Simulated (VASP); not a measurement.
# TlCl (Pm-3m) in VASP: a series of runs

Runs on TlCl. Level: LDA. Tasks: single point.

All numbers are computed with VASP 6.6.1; they aren't measurements. Logs are shortened: lines on timing, memory, paths and dates and some standing lists are left out, and cuts for length are marked.

### 1 The cell of the first run

Symmetry: Pm-3m, No. 221, cubic system. Conventional cell: a = 3.958 Å, b = 3.958 Å, c = 3.958 Å, α = 90.00°, β = 90.00°, γ = 90.00°. Within 4.5 Å of Tl (site symmetry m-3m) lie 8 Cl at 3.43 Å and 6 Tl at 3.96 Å. Cl (site symmetry m-3m) has 8 Tl at 3.43 Å and 6 Cl at 3.96 Å within 4.5 Å.

### 2 Single point, LDA

INCAR

```
SYSTEM = TlCl
PREC = Accurate ; ENCUT = 500
EDIFF = 1E-6 ; ISMEAR = 0
SIGMA = 0.05 ; LREAL = .False.
LASPH = .True. ; NELM = 120
ALGO = Normal ; ISIF = 2
LWAVE = .False. ; LCHARG = .False.
GGA = CA ; NBANDS = 17
GGA_COMPAT = .False.
```

KPOINTS

```
Automatic mesh
0
Gamma
  4 4 4
  0 0 0
```

POSCAR

```
TlCl
1.0
    3.9578618958      0.0000000000      0.0000000000
    0.0000000000      3.9578618958      0.0000000000
    0.0000000000      0.0000000000      3.9578618958
Tl Cl
1 1
Direct
    0.0000000000      0.0000000000      0.0000000000
    0.5000000000      0.5000000000      0.5000000000
```

Potentials or basis: VASP PAW LDA potentials, release 64 (Tl_d, Cl).

Launch:

```
> cat potpaw_LDA.64/Tl_d/POTCAR potpaw_LDA.64/Cl/POTCAR > POTCAR
> mpirun -np 1 vasp_std > vasp.out
```

OUTCAR:

```text
SYSTEM = TlCl
   PREC = Accurate
   ENCUT = 500
   EDIFF = 1E-6
   ISMEAR = 0
   LREAL = .False.
   LASPH = .True.
   NELM = 120
   ISIF = 2
   GGA = CA

 ion  position               nearest neighbor table
   1  0.000  0.000  0.000-
   2  0.500  0.500  0.500-

  LATTYP: Found a simple cubic cell.
 ALAT       =     3.9578618958

  Lattice vectors:

 A1 = (   3.9578618958,   0.0000000000,   0.0000000000)
 A2 = (   0.0000000000,   3.9578618958,   0.0000000000)
 A3 = (   0.0000000000,   0.0000000000,   3.9578618958)

Analysis of symmetry for initial positions (statically):
=====================================================================
 Subroutine PRICEL returns:
 Original cell was already a primitive cell.

 Routine SETGRP: Setting up the symmetry group for a
 simple cubic supercell.

 Subroutine GETGRP returns: Found 48 space group operations
 (whereof 48 operations were pure point group operations)
 out of a pool of 48 trial point group operations.

The static configuration has the point symmetry O_h .

Analysis of symmetry for dynamics (positions and initial velocities):
=====================================================================
 Subroutine PRICEL returns:
 Original cell was already a primitive cell.

 Routine SETGRP: Setting up the symmetry group for a
 simple cubic supercell.

 Subroutine GETGRP returns: Found 48 space group operations
 (whereof 48 operations were pure point group operations)
 out of a pool of 48 trial point group operations.

The dynamic configuration has the point symmetry O_h .

 Subroutine INISYM returns: Found 48 space group operations
 (whereof 48 operations are pure point group operations),
 and found     1 'primitive' translations

----------------------------------------------------------------------------------------

                                     Primitive cell

  volume of cell :      61.9986

  direct lattice vectors                    reciprocal lattice vectors
     3.957861896  0.000000000  0.000000000     0.252661671  0.000000000  0.000000000
     0.000000000  3.957861896  0.000000000     0.000000000  0.252661671  0.000000000
     0.000000000  0.000000000  3.957861896     0.000000000  0.000000000  0.252661671

  length of vectors
     3.957861896  3.957861896  3.957861896     0.252661671  0.252661671  0.252661671

  position of ions in fractional coordinates (direct lattice)
     0.000000000  0.000000000  0.000000000
[... 62 lines left out ...]
   NELM   =    120;   NELMIN=  2; NELMDL= -5     # of ELM steps
   EDIFF  = 0.1E-05   stopping-criterion for ELM
   LREAL  =      F    real-space projection
   EDIFFG = 0.1E-04   stopping-criterion for IOM
   NSW    =      0    number of steps for IOM
   IBRION =     -1    ionic relax: 0-MD 1-quasi-New 2-CG
   NFREE  =      0    steps in history (QN), initial steepest desc. (CG)
   ISIF   =      2    stress and relaxation
   ISYM   =      2    0-nonsym 1-usesym 2-fastsym
   POTIM  = 0.5000    time-step for ionic-motion
   TEBEG  =    0.0;   TEEND  =   0.0 temperature during run
   PSTRESS=    0.0 pullay stress
   NELECT =      20.0000    total number of electrons
   NUPDOWN=      -1.0000    fix difference up-down
   EMIN   =  10.00;   EMAX   =-10.00  energy-range for DOS
   EFERMI =   0.00;   METHOD = LEGACY
   ISMEAR =     0;   SIGMA  =   0.05  broadening in eV -4-tet -1-fermi 0-gaus
   EFERMI_NEDOS =   21; number of points for ismear=-14 and -15
   IALGO  =     38    algorithm
   IMIX   =      4    mixing-type and parameters
     AMIX     =   0.40;   BMIX     =  1.00
     AMIX_MAG =   1.60;   BMIX_MAG =  1.00
  volume/ion in A,a.u.               =      31.00       209.19
  Fermi-wavevector in a.u.,A,eV,Ry     =   1.122770  2.121728 17.151679  1.260613
  Thomas-Fermi vector in A             =   2.259432
   LORBIT       =      0    0 simple, 1 ext, 2 COOP (PROOUT), +10 PAW based schemes
   GGA     = CA    functional components
   LHFCALC =     F    Hartree Fock is set to
   AEXX    =    0.0000 exact exchange contribution
   IVDW    =     0    specifies the selected vdW correction
   LEPSILON=     F    determine dielectric tensor
   LRPA    =     F    only Hartree local field effects (RPA)
 non-spin polarized calculation
 Gauss-broadening in eV      SIGMA  =   0.05
  energy-cutoff  :      500.00
  volume of cell :       62.00
 maximum number of plane-waves:      1596
 NGX is ok and might be reduce to    30
   NGX = 15   NGY = 15   NGZ = 15

 number of electron      19.9999999 magnetization

 Free energy of the ion-electron system (eV)
  ---------------------------------------------------
  ext. energy  EPLUGINS =         0.00000000
  ---------------------------------------------------
  free energy    TOTEN  =        -6.79951599 eV

  energy without entropy =       -6.79951599  energy(sigma->0) =       -6.79951599

 E-fermi :   1.7409     XC(G=0):  -9.1542

 val. band max:        1.4645279813   @ k =   0.5000   0.0000   0.0000
 cond. band min:       3.5116139551   @ k =   0.5000   0.0000   0.0000
 fundamental gap:      2.0470859738
 Fermi energy:         1.7409223309

 k-point     1 :       0.0000    0.0000    0.0000
  band No.  band energies     occupation
      1     -11.6738      2.00000
      2      -8.3083      2.00000
      3      -8.3083      2.00000
      4      -8.1188      2.00000
      5      -8.1188      2.00000
      6      -8.1188      2.00000
[... 177 lines left out ...]
      4      -8.2499      2.00000
      5      -8.0648      2.00000
      6      -8.0648      2.00000
[... 9 lines left out ...]
     16      13.5277      0.00000
     17      17.4953      0.00000

------------------------ aborting loop because EDIFF is reached ----------------------------------------

  FORCE on cell =-STRESS in cart. coord.  units (eV):
  Direction    XX          YY          ZZ          XY          YZ          ZX
  --------------------------------------------------------------------------------------
  -------------------------------------------------------------------------------------
  Total       -1.7537773     -1.7537773     -1.7537773      0.0000000      0.0000000     -0.0000000
  in kB      -45.3213793    -45.3213793    -45.3213793      0.0000000      0.0000000     -0.0000000
  external PRESSURE =     -45.3213793 kB  Pullay stress =       0.0000000 kB

 VOLUME and BASIS-vectors are now :
 -----------------------------------------------------------------------------
  energy-cutoff  :      500.00
  volume of cell :       62.00
      direct lattice vectors                 reciprocal lattice vectors
     3.957861896  0.000000000  0.000000000     0.252661671  0.000000000  0.000000000
     0.000000000  3.957861896  0.000000000     0.000000000  0.252661671  0.000000000
     0.000000000  0.000000000  3.957861896     0.000000000  0.000000000  0.252661671

 POSITION                                       TOTAL-FORCE (eV/Angst)
 -----------------------------------------------------------------------------------
      0.00000      0.00000      0.00000         0.000000      0.000000      0.000000
      1.97893      1.97893      1.97893         0.000000      0.000000      0.000000
 -----------------------------------------------------------------------------------
    total drift:                               -0.000000     -0.000000     -0.000000

  FREE ENERGIE OF THE ION-ELECTRON SYSTEM (eV)
  ---------------------------------------------------
  free  energy   TOTEN  =        -6.7995159857 eV

  energy  without entropy=       -6.7995159857  energy(sigma->0) =       -6.79951599
```

OSZICAR:

```text
N       E                     dE             d eps       ncg     rms          rms(c)
DAV:   1     0.935063720127E+02    0.93506E+02   -0.94932E+03   356   0.991E+02
DAV:   2    -0.363542196498E+01   -0.97142E+02   -0.92044E+02   438   0.218E+02
DAV:   3    -0.722747298457E+01   -0.35921E+01   -0.35847E+01   384   0.378E+01
DAV:   4    -0.725189148720E+01   -0.24419E-01   -0.24416E-01   444   0.370E+00
DAV:   5    -0.725221289186E+01   -0.32140E-03   -0.32140E-03   402   0.402E-01    0.276E+00
DAV:   6    -0.684709447208E+01    0.40512E+00   -0.72811E-01   366   0.421E+00    0.183E+00
DAV:   7    -0.680845942273E+01    0.38635E-01   -0.10131E-01   378   0.140E+00    0.113E+00
DAV:   8    -0.679981695233E+01    0.86425E-02   -0.21566E-02   366   0.874E-01    0.274E-01
DAV:   9    -0.679946325573E+01    0.35370E-03   -0.23087E-03   393   0.211E-01    0.120E-01
DAV:  10    -0.679951574888E+01   -0.52493E-04   -0.98118E-05   352   0.663E-02    0.228E-02
DAV:  11    -0.679951598572E+01   -0.23684E-06   -0.51166E-06   432   0.113E-02
   1 F= -.67995160E+01 E0= -.67995160E+01  d E =-.708545E-16
```

Run time: 4.9 s. Hardware: 1 thread of AMD EPYC 9R45 (Zen 5), shared host; peak memory 0.11 GiB.

What came out:

```yaml
Free_energy: -6.7995 eV
Pressure: -4.5 GPa
Band_gap_on_the_k_mesh: 2.05 eV
```

Caveat: the cell stands under tension; spin-orbit coupling is left out, which moves the levels of the heavy elements. A k mesh can miss the band edges.

### 3 Single point, LDA

This run uses another cell than the first one, of 32.32 Å³/atom.

INCAR

```
ALGO = Normal
EDIFF = 1E-6
ENCUT = 500
GGA_COMPAT = False
ISIF = 2
ISMEAR = 0
LASPH = True
LCHARG = False
LREAL = False
LWAVE = False
NBANDS = 17
NELM = 120
PREC = Accurate
SIGMA = 0.05
```

KPOINTS

```
k-points
0
Gamma
  4 4 4
```

POSCAR

```
TlCl
1.0
    4.0131617211      0.0000000000      0.0000000000
    0.0000000000      4.0131617211      0.0000000000
    0.0000000000      0.0000000000      4.0131617211
Tl Cl
1 1
Direct
    0.0000000000      0.0000000000      0.0000000000
    0.5000000000      0.5000000000      0.5000000000
```

Potentials or basis: VASP PAW LDA potentials, release 64 (Tl_d, Cl).

Launch:

```
> cat potpaw_LDA.64/Tl_d/POTCAR potpaw_LDA.64/Cl/POTCAR > POTCAR
> mpirun -np 1 vasp_std > vasp.out
```

Run time: 4.6 s. Hardware: 1 thread of AMD EPYC 9R45 (Zen 5), shared host; peak memory 0.11 GiB.

Results (log left out):

| Property | Result |
| --- | --- |
| Free energy | -6.7225 eV |
| Pressure | -4.9 GPa |
| Band gap on the k mesh | 2.12 eV |

Levels at points of the mesh, in eV from the valence-band top:
```csv
k point,band 7,band 8,band 9,band 10,band 11,band 12,band 13,band 14
"(0.00, 0.00, 0.00)",-4.40,-0.97,-0.97,-0.97,7.12,7.12,7.12,7.86
"(0.50, 0.00, 0.00)",-4.85,-0.63,-0.63,0.00,2.12,6.28,6.28,8.99
"(0.50, 0.50, 0.00)",-3.33,-2.20,-2.20,-0.57,4.58,4.58,7.70,8.17
"(0.50, 0.50, 0.50)",-2.42,-1.41,-1.41,-1.41,2.74,2.74,2.74,11.84
```

Caveat: the cell stands under tension; spin-orbit coupling is left out, which moves the levels of the heavy elements. A k mesh can miss the band edges.
